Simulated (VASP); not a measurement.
# NiPt4 (I4/m) in VASP: single point with PBE

Aim: the single point of NiPt4 with PBE.

Program: VASP 6.6.1. These are calculated values, not measurements. Logs are shortened: lines on timing, memory, paths and dates and some standing lists are left out, and cuts for length are marked.

## (1) The cell of the first run

Symmetry: I4/m, No. 87, tetragonal system. Conventional cell: a = 6.175 Å, b = 6.175 Å, c = 3.905 Å, α = 90.00°, β = 90.00°, γ = 90.00°. Within 3.6 Å of Ni (site symmetry 4/m) lie 12 Pt at 2.76 Å. Within 3.6 Å of Pt (site symmetry m) lie 3 Ni at 2.76 Å and 9 Pt at 2.76 Å.

## (2) Single point, PBE, collinear spin, ferromagnetic start

The input, INCAR:

```
SYSTEM = NiPt4
PREC = Accurate ; ENCUT = 520
EDIFF = 1E-7 ; ISMEAR = 0
SIGMA = 0.1 ; LREAL = .FALSE.
LASPH = .TRUE. ; NELM = 150
ALGO = Fast ; ISIF = 2
LWAVE = .FALSE. ; LCHARG = .TRUE.
ISPIN = 2 ; MAGMOM = 2 0 0 0 0
LORBIT = 11 ; LMAXMIX = 4
GGA = PE ; LELF = .TRUE.
LVHAR = .TRUE. ; NBANDS = 37
```

The input, KPOINTS:

```
regular mesh
0
G
  6 6 6
  0 0 0
```

The input, POSCAR:

```
NiPt4
1.0
   -3.0874337000      3.0874337000      1.9526645300
    3.0874337000     -3.0874337000      1.9526645300
    3.0874337000      3.0874337000     -1.9526645300
Ni Pt
1 4
Direct
    0.5000000000      0.5000000000      0.0000000000
    0.1000000000      0.7000000000      0.8000000000
    0.9000000000      0.3000000000      0.2000000000
    0.7000000000      0.9000000000      0.6000000000
    0.3000000000      0.1000000000      0.4000000000
```

Potentials or basis: VASP PAW PBE potentials, release 64 (Ni, Pt).

On the command line:

```
$ cat potpaw_PBE.64/Ni/POTCAR potpaw_PBE.64/Pt/POTCAR > POTCAR
$ mpirun -np 1 vasp_std > vasp.out
```

OUTCAR:

```text
SYSTEM = NiPt4
   PREC = Accurate
   ENCUT = 520
   EDIFF = 1E-7
   ISMEAR = 0
   LREAL = .FALSE.
   LASPH = .TRUE.
   NELM = 150
   ISIF = 2
   ISPIN = 2
   LORBIT = 11
   GGA = PE

 ion  position               nearest neighbor table
   1  0.500  0.500  0.000-   4 2.76   5 2.76   3 2.76   2 2.76   5 2.76   3 2.76   2 2.76   4 2.76
                             5 2.76   4 2.76   3 2.76   2 2.76
   2  0.100  0.700  0.800-   4 2.76   3 2.76   5 2.76   1 2.76   5 2.76   1 2.76   3 2.76   4 2.76
                             5 2.76   1 2.76   4 2.76   3 2.76
   3  0.900  0.300  0.200-   5 2.76   2 2.76   1 2.76   4 2.76   4 2.76   1 2.76   5 2.76   2 2.76
                             4 2.76   1 2.76   5 2.76   2 2.76
   4  0.700  0.900  0.600-   2 2.76   1 2.76   3 2.76   5 2.76   5 2.76   5 2.76   3 2.76   1 2.76
                             1 2.76   2 2.76   3 2.76   2 2.76
   5  0.300  0.100  0.400-   3 2.76   1 2.76   2 2.76   4 2.76   4 2.76   4 2.76   2 2.76   1 2.76
                             1 2.76   3 2.76   2 2.76   3 2.76

  LATTYP: Found a body centered tetragonal cell.
 ALAT       =     6.1748674000
 C/A-ratio  =     0.6324555342

  Lattice vectors:

 A1 = (  -3.0874337000,   3.0874337000,   1.9526645300)
 A2 = (   3.0874337000,  -3.0874337000,   1.9526645300)
 A3 = (   3.0874337000,   3.0874337000,  -1.9526645300)

Analysis of symmetry for initial positions (statically):
=====================================================================
 Subroutine PRICEL returns:
 Original cell was already a primitive cell.

 Routine SETGRP: Setting up the symmetry group for a
 body centered tetragonal supercell.

 Subroutine GETGRP returns: Found  8 space group operations
 (whereof  8 operations were pure point group operations)
 out of a pool of 16 trial point group operations.

The static configuration has the point symmetry C_4h.

Analysis of symmetry for dynamics (positions and initial velocities):
=====================================================================
 Subroutine PRICEL returns:
 Original cell was already a primitive cell.

 Routine SETGRP: Setting up the symmetry group for a
 body centered tetragonal supercell.

 Subroutine GETGRP returns: Found  8 space group operations
 (whereof  8 operations were pure point group operations)
 out of a pool of 16 trial point group operations.

The dynamic configuration has the point symmetry C_4h.

Analysis of structural, dynamic, and magnetic symmetry:
=====================================================================
 Subroutine PRICEL returns:
 Original cell was already a primitive cell.

 Routine SETGRP: Setting up the symmetry group for a
 body centered tetragonal supercell.

 Subroutine GETGRP returns: Found  8 space group operations
 (whereof  8 operations were pure point group operations)
 out of a pool of 16 trial point group operations.

The overall configuration has the point symmetry C_4h.

 Subroutine INISYM returns: Found  8 space group operations
 (whereof  8 operations are pure point group operations),
 and found     1 'primitive' translations

----------------------------------------------------------------------------------------

                                     Primitive cell

  volume of cell :      74.4531

  direct lattice vectors                    reciprocal lattice vectors
    -3.087433700  3.087433700  1.952664530     0.000000000  0.161946797  0.256060369
     3.087433700 -3.087433700  1.952664530     0.161946797  0.000000000  0.256060369
     3.087433700  3.087433700 -1.952664530     0.161946797  0.161946797  0.000000000

  length of vectors
     4.783031724  4.783031724  4.783031724     0.302974715  0.302974715  0.229027357

  position of ions in fractional coordinates (direct lattice)
     0.500000000  0.500000000  0.000000000
     0.100000000  0.700000000  0.800000000
     0.900000000  0.300000000  0.200000000
     0.700000000  0.900000000  0.600000000
     0.300000000  0.100000000  0.400000000

  ion indices of the primitive-cell ions
   primitive index   ion index
                 1           1
                 2           2
                 3           3
                 4           4
                 5           5

----------------------------------------------------------------------------------------

 KPOINTS: regular mesh

Automatic generation of k-mesh.
 Grid dimensions read from file:
 generate k-points for:    6    6    6

 Generating k-lattice:

  Cartesian coordinates                     Fractional coordinates (reciprocal lattice)
     0.000000000  0.026991133  0.042676728     0.166666667 -0.000000000  0.000000000
     0.026991133  0.000000000  0.042676728    -0.000000000  0.166666667  0.000000000
     0.026991133  0.026991133  0.000000000     0.000000000  0.000000000  0.166666667

  Length of vectors
     0.050495786  0.050495786  0.038171226

  Shift w.r.t. Gamma in fractional coordinates (k-lattice)
     0.000000000  0.000000000  0.000000000

 Subroutine IBZKPT returns following result:
 ===========================================

 Found     36 irreducible k-points:

 Following reciprocal coordinates:
            Coordinates               Weight
  0.000000  0.000000  0.000000      1.000000
  0.166667  0.000000  0.000000      8.000000
  0.333333  0.000000  0.000000      8.000000
  0.500000 -0.000000  0.000000      4.000000
  0.166667  0.166667 -0.000000      8.000000
  0.333333  0.166667 -0.000000      8.000000
[... 16 lines left out ...]
 -0.333333  0.333333 -0.166667      4.000000
 -0.166667  0.333333  0.166667      8.000000
 [... further k-points ...]
   k-points           NKPTS =     36   k-points in BZ     NKDIM =     36   number of bands    NBANDS=     37
   number of dos      NEDOS =    301   number of ions     NIONS =      5
   total plane-waves  NPLWV =  46656
   dimension x,y,z NGX =    36 NGY =   36 NGZ =   36
   dimension x,y,z NGXF=    72 NGYF=   72 NGZF=   72
   ions per type =               1   4
   NGX,Y,Z   is equivalent  to a cutoff of  12.51, 12.51, 12.51 a.u.
   NGXF,Y,Z  is equivalent  to a cutoff of  25.03, 25.03, 25.03 a.u.
 SYSTEM =  NiPt4
   PREC   = accura    normal or accurate (medium, high low for compatibility)
   ISTART =      0    job   : 0-new  1-cont  2-samecut
   ICHARG =      2    charge: 1-file 2-atom 10-const
   ISPIN  =      2    spin polarized calculation?
   LNONCOLLINEAR =      F non collinear calculations
   LSORBIT =      F    spin-orbit coupling
   LASPH  =      T    aspherical Exc in radial PAW
   ENCUT  =  520.0 eV  38.22 Ry    6.18 a.u.   8.89  8.89  8.89*2*pi/ulx,y,z
   NELM   =    150;   NELMIN=  2; NELMDL= -5     # of ELM steps
   EDIFF  = 0.1E-06   stopping-criterion for ELM
   LREAL  =      F    real-space projection
   EDIFFG = 0.1E-05   stopping-criterion for IOM
   NSW    =      0    number of steps for IOM
   IBRION =     -1    ionic relax: 0-MD 1-quasi-New 2-CG
   NFREE  =      0    steps in history (QN), initial steepest desc. (CG)
   ISIF   =      2    stress and relaxation
   ISYM   =      2    0-nonsym 1-usesym 2-fastsym
   POTIM  = 0.5000    time-step for ionic-motion
   TEBEG  =    0.0;   TEEND  =   0.0 temperature during run
   PSTRESS=    0.0 pullay stress
   NELECT =      50.0000    total number of electrons
   NUPDOWN=      -1.0000    fix difference up-down
   EMIN   =  10.00;   EMAX   =-10.00  energy-range for DOS
   EFERMI =   0.00;   METHOD = LEGACY
   ISMEAR =     0;   SIGMA  =   0.10  broadening in eV -4-tet -1-fermi 0-gaus
   EFERMI_NEDOS =   21; number of points for ismear=-14 and -15
   IALGO  =     68    algorithm
   IMIX   =      4    mixing-type and parameters
     AMIX     =   0.40;   BMIX     =  1.00
     AMIX_MAG =   1.60;   BMIX_MAG =  1.00
  volume/ion in A,a.u.               =      14.89       100.49
  Fermi-wavevector in a.u.,A,eV,Ry     =   1.433630  2.709169 27.964001  2.055296
  Thomas-Fermi vector in A             =   2.553127
   LORBIT       =     11    0 simple, 1 ext, 2 COOP (PROOUT), +10 PAW based schemes
   GGA     = PE    functional components
   LHFCALC =     F    Hartree Fock is set to
   AEXX    =    0.0000 exact exchange contribution
   IVDW    =     0    specifies the selected vdW correction
   LEPSILON=     F    determine dielectric tensor
   LRPA    =     F    only Hartree local field effects (RPA)
 spin polarized calculation
 RMM-DIIS sequential band-by-band and
 Gauss-broadening in eV      SIGMA  =   0.10
  energy-cutoff  :      520.00
  volume of cell :       74.45
 maximum number of plane-waves:      2027
   NGX = 17   NGY = 17   NGZ = 17

 number of electron      50.0000012 magnetization       1.5911571

 Free energy of the ion-electron system (eV)
  ---------------------------------------------------
  ext. energy  EPLUGINS =         0.00000000
  ---------------------------------------------------
  free energy    TOTEN  =       -30.03798381 eV

  energy without entropy =      -29.98885997  energy(sigma->0) =      -30.01342189

 E-fermi :  10.2422     XC(G=0): -13.1801

 val. band max:       10.2398652982   @ k =  -0.1667   0.1667   0.0000
 cond. band min:      10.2466477956   @ k =  -0.3333   0.1667   0.0000
 fundamental gap:      0.0067824975
 Fermi energy:        10.2422072436

 spin component 1

 k-point     1 :       0.0000    0.0000    0.0000
  band No.  band energies     occupation
      1       0.5578      1.00000
      2       4.7405      1.00000
      3       4.7405      1.00000
      4       5.0548      1.00000
      5       5.1510      1.00000
      6       5.5046      1.00000
[... 29 lines left out ...]
     36      20.0848      0.00000
     37      20.0848      0.00000

 k-point     2 :       0.1667    0.0000    0.0000
  band No.  band energies     occupation
      1       1.0485      1.00000
      2       4.5157      1.00000
      3       4.6753      1.00000
      4       4.7808      1.00000
      5       5.0411      1.00000
      6       5.3261      1.00000
[... 29 lines left out ...]
     36      21.9810      0.00000
     37      22.8882      0.00000
[... 838 lines left out ...]
     36      21.3577      0.00000
     37      21.5371      0.00000

 k-point    24 :      -0.1667    0.3333    0.1667
  band No.  band energies     occupation
      1       2.0560      1.00000
      2       4.0445      1.00000
      3       4.2882      1.00000
      4       4.5453      1.00000
      5       4.6847      1.00000
      6       4.8828      1.00000
[... 29 lines left out ...]
     36      21.7962      0.00000
     37      22.8716      0.00000

 [... further k-points ...]

 spin component 2

 k-point     1 :       0.0000    0.0000    0.0000
  band No.  band energies     occupation
      1       0.5762      1.00000
      2       4.8216      1.00000
      3       4.8216      1.00000
      4       5.1844      1.00000
      5       5.2803      1.00000
      6       5.6192      1.00000
[... 29 lines left out ...]
     36      20.1762      0.00000
     37      20.1762      0.00000

 k-point     2 :       0.1667    0.0000    0.0000
  band No.  band energies     occupation
      1       1.0672      1.00000
      2       4.6268      1.00000
      3       4.7894      1.00000
      4       4.8842      1.00000
      5       5.1474      1.00000
      6       5.4564      1.00000
[... 29 lines left out ...]
     36      22.0680      0.00000
     37      22.9527      0.00000
[... 838 lines left out ...]
     36      21.4121      0.00000
     37      21.5995      0.00000

 k-point    24 :      -0.1667    0.3333    0.1667
  band No.  band energies     occupation
      1       2.0788      1.00000
      2       4.1331      1.00000
      3       4.3784      1.00000
      4       4.6554      1.00000
      5       4.7971      1.00000
      6       5.0251      1.00000
[... 29 lines left out ...]
     36      21.8737      0.00000
     37      22.9309      0.00000

 [... further k-points ...]

------------------------ aborting loop because EDIFF is reached ----------------------------------------

  FORCE on cell =-STRESS in cart. coord.  units (eV):
  Direction    XX          YY          ZZ          XY          YZ          ZX
  --------------------------------------------------------------------------------------
  -------------------------------------------------------------------------------------
  Total       -0.5808783     -0.5808783     -0.5161869     -0.0000001      0.0000000      0.0000000
  in kB      -12.5000806    -12.5000806    -11.1079695     -0.0000026      0.0000000      0.0000000
  external PRESSURE =     -12.0360436 kB  Pullay stress =       0.0000000 kB

 VOLUME and BASIS-vectors are now :
 -----------------------------------------------------------------------------
  energy-cutoff  :      520.00
  volume of cell :       74.45
      direct lattice vectors                 reciprocal lattice vectors
    -3.087433700  3.087433700  1.952664530     0.000000000  0.161946797  0.256060369
     3.087433700 -3.087433700  1.952664530     0.161946797  0.000000000  0.256060369
     3.087433700  3.087433700 -1.952664530     0.161946797  0.161946797  0.000000000

 POSITION                                       TOTAL-FORCE (eV/Angst)
 -----------------------------------------------------------------------------------
      0.00000      0.00000      1.95266        -0.000000      0.000000      0.000000
      4.32241      0.61749      0.00000         0.365356      0.281290     -0.000000
     -1.23497      2.46995      1.95266        -0.365356     -0.281290      0.000000
      2.46995      1.23497      1.95266        -0.281290      0.365356     -0.000000
      0.61749      1.85246      0.00000         0.281290     -0.365356      0.000000
 -----------------------------------------------------------------------------------
    total drift:                                0.000000     -0.000000      0.000000

  FREE ENERGIE OF THE ION-ELECTRON SYSTEM (eV)
  ---------------------------------------------------
  free  energy   TOTEN  =       -30.0379838131 eV

  energy  without entropy=      -29.9888599680  energy(sigma->0) =      -30.01342189

 total charge

# of ion       s       p       d       tot
------------------------------------------
    1        0.384   0.382   8.296   9.063
    2        0.645   0.590   8.018   9.253
    3        0.645   0.590   8.018   9.253
    4        0.645   0.590   8.018   9.253
    5        0.645   0.590   8.018   9.253
--------------------------------------------------
tot          2.963   2.744  40.368  46.075

 magnetization (x)

# of ion       s       p       d       tot
------------------------------------------
    1        0.001  -0.005   0.739   0.736
    2       -0.003  -0.010   0.230   0.218
    3       -0.003  -0.010   0.230   0.218
    4       -0.003  -0.010   0.230   0.218
    5       -0.003  -0.010   0.230   0.218
--------------------------------------------------
tot         -0.011  -0.043   1.660   1.607
```

Run time: 9.6 min. Hardware: 1 thread of Intel Xeon 8259CL, shared host; peak memory 0.34 GiB.

What came out:

```
Free energy                                           : -30.0380 eV
Pressure                                              : -1.2 GPa
Largest force                                         : 0.461 eV/Å
Net moment                                            : 1.59 μB per cell
Site moments                                          : Ni +0.74; Pt +0.22 μB
Valence electrons inside the program's atomic spheres : Ni 9.06; Pt 9.25
```

Forces in eV/Å, atoms in the order of the input:
```
Ni   0.000  0.000  0.000
Pt   0.365  0.281  0.000
Pt  -0.365 -0.281  0.000
Pt  -0.281  0.365  0.000
Pt   0.281 -0.365  0.000
```

Stress tensor (GPa, compression positive):
```
-1.25  0.00  0.00
 0.00 -1.25  0.00
 0.00  0.00 -1.11
```

Caveat: spin-orbit coupling is left out, which moves the levels of the heavy elements.
